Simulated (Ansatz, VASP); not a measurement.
## HfSi27C26: VASP beside Ansatz

```xyz
54
Lattice="0.0000 6.5370 6.5370 6.5370 0.0000 6.5370 6.5370 6.5370 0.0000" Properties=species:S:1:pos:R:3 pbc="T T T"
Si   -0.3084   -0.3084   -0.3084
Si    2.4874    2.4874   -0.3084
Si    4.3580    4.3580   -0.0087
Si    2.4874   -0.3084    2.4874
Si    4.3716    2.1800    2.1800
Si    6.5360    4.3444    2.1800
Si    4.3580   -0.0087    4.3580
Si    6.5360    2.1800    4.3444
Si    8.7247    4.3580    4.3580
Si   -0.3084    2.4874    2.4874
Si    2.1800    4.3716    2.1800
Si    4.3444    6.5360    2.1800
Si    2.1800    2.1800    4.3716
Si    4.3580    4.3580    4.3580
Si    6.5360    6.5360    4.3716
Si    4.3444    2.1800    6.5360
Si    6.5360    4.3716    6.5360
Si    8.7145    6.5385    6.5385
Si   -0.0087    4.3580    4.3580
Si    2.1800    6.5360    4.3444
Si    4.3580    8.7247    4.3580
Si    2.1800    4.3444    6.5360
Si    4.3716    6.5360    6.5360
Si    6.5385    8.7145    6.5385
Si    4.3580    4.3580    8.7247
Si    6.5385    6.5385    8.7145
Si    8.7145    8.7145    8.7145
Hf    1.0895    1.0895    1.0895
C     3.3112    3.3112    1.1303
C     5.4048    5.4048    1.1303
C     3.3112    1.1303    3.3112
C     5.4469    3.2691    3.2691
C     7.5857    5.4048    3.3112
C     5.4048    1.1303    5.4048
C     7.5857    3.3112    5.4048
C     9.7978    5.4552    5.4552
C     1.1303    3.3112    3.3112
C     3.2691    5.4469    3.2691
C     5.4048    7.5857    3.3112
C     3.2691    3.2691    5.4469
C     5.4469    5.4469    5.4469
C     7.6265    7.6265    5.4465
C     5.4048    3.3112    7.5857
C     7.6265    5.4465    7.6265
C     9.8065    7.6265    7.6265
C     1.1303    5.4048    5.4048
C     3.3112    7.5857    5.4048
C     5.4552    9.7978    5.4552
C     3.3112    5.4048    7.5857
C     5.4465    7.6265    7.6265
C     7.6265    9.8065    7.6265
C     5.4552    5.4552    9.7978
C     7.6265    7.6265    9.8065
C     9.7978    9.7978    9.7978
```

Alike in both runs: functional PBE; k mesh 3 × 3 × 3; occupations fermi-dirac, width 0.01 eV; no spin polarisation.

Ansatz relaxed the structure, and its values are those at the end. VASP's run is a single point on that final structure, the one shown.

|  | VASP | Ansatz |
| --- | --- | --- |
| version | VASP 6.6.1 | Ansatz 0.2.0 |
| potentials or method | VASP PAW PBE potentials, release 64 (Si, Hf_pv, C) | plane-wave PAW, scalar-relativistic |
| plane-wave cutoff (eV) | 520 | 420 |
| valence electrons in the cell | 222 | 238 |

```csv
,VASP,Ansatz,Ansatz less VASP
pressure (GPa),11.0,11.1,+0.08
rms of the force components (eV/Å),0.014,0.011,-0.0032
```

VASP's potentials hold 222 valence electrons a cell and Ansatz's 238, so a difference there can come from the potentials and not from the codes. Ansatz's warnings: stress scf threshold loose.

Neither program's run includes spin-orbit coupling.
